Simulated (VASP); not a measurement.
A run of VASP 6.6.1 is set up as follows.

Contents of INCAR:

```
PREC = Accurate
ENCUT = 520
EDIFF = 1E-6
ISMEAR = -1
SIGMA = 0.02
LREAL = Auto
LASPH = True
NELM = 150
ALGO = Normal
ISIF = 2
LWAVE = False
LCHARG = False
ISPIN = 2
MAGMOM = 0 0 0 0 0 0 0 0 0 0 0 0.08 0 0.08 0.08 0.08 0.32
LORBIT = 11
GGA = PE
NBANDS = 50
```

Contents of KPOINTS:

```
regular mesh
0
Gamma
  2 2 2
```

POSCAR

```
Mg8HO8
1.0
    0.0000000000      3.9020000000      3.9020000000
    3.9020000000      0.0000000000      3.9020000000
    3.9020000000      3.9020000000      0.0000000000
Mg O H
8 8 1
Direct
    0.0123141978     -0.0121860584      0.0082393644
    0.0068426448     -0.0052024603      0.5038185546
    0.0050743209      0.5024602768      0.0042542286
    0.0003587904      0.5027165556      0.5094566889
    0.4946950282      0.0107637109      0.0093285495
    0.5058175295     -0.0103280369      0.4970784213
    0.5180804716      0.4939133778     -0.0063685290
    0.4961045618      0.5182726807      0.4771655561
    0.2386852896      0.2443234239      0.2674654024
    0.2424013326      0.2405561251      0.7591107125
    0.2513582778      0.7531009739      0.2554331112
    0.2290876474      0.7456176320      0.7489748847
    0.7454254229      0.2329446438      0.2558815992
    0.7464377242      0.2417221937      0.7535110200
    0.7514479754      0.7607765249      0.2278190671
    0.7334059457      0.7867888262      0.7566248078
    0.6452460277      0.6001409534      0.6087006663
```

Potentials or basis: VASP PAW PBE potentials, release 64 (Mg, O, H).

Command:

```bash
$ cat potpaw_PBE.64/Mg/POTCAR potpaw_PBE.64/O/POTCAR potpaw_PBE.64/H/POTCAR > POTCAR
$ mpirun -np 1 vasp_std > vasp.out
```

Task: What does it give for the net moment?

Result: 0.75 μB per cell.

Task: Estimate the site moments.

Result: Mg +0.00, +0.01 (each value once); O -0.00, +0.06, +0.12, +0.09, +0.07 (each value once); H +0.23 μB.

Task: What does it give for the pressure?

Result: 78.9 GPa.

Stress tensor (GPa, compression positive):
```
76.25  0.60 -0.61
 0.60 80.75  0.13
-0.61  0.13 79.85
```

Caveat: the k points lie up to 0.70 Å⁻¹ apart; a moment this small can come from the mesh or the smearing.
